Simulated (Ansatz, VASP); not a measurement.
# Two plane-wave programs on TiC

```
CELL_PARAMETERS angstrom
0.00000 2.16400 2.09908
2.16400 0.00000 2.09908
2.16400 2.16400 0.00000
ATOMIC_POSITIONS crystal
Ti 0.00000 0.00000 0.00000
C 0.50000 0.50000 0.50000
```

Change from the starting cell: strain +0.000 along x and y, -0.030 along z, atoms carried along.

Alike in both runs: task single point; functional PBE; k mesh 18 × 18 × 18; occupations gaussian, width 0.15 eV; no spin polarisation.

|  | VASP | Ansatz |
| --- | --- | --- |
| version | VASP 6.6.1 | Ansatz 0.2.0 |
| potentials or method | VASP PAW PBE potentials, release 64 (Ti_sv, C), cutoff 520 eV | scalar-relativistic, plane waves, PAW |
| valence electrons in the cell | 16 | 16 |

```tsv
	VASP	Ansatz	Ansatz less VASP
gap on the k mesh at the Fermi level (eV)	none	none	-
pressure (GPa)	9.8	9.6	-0.21
traceless stress, the component that is largest in VASP (GPa)	9.69	9.65	-0.045
```

A gap of «none» marks a metal or a gap that the smearing closes.
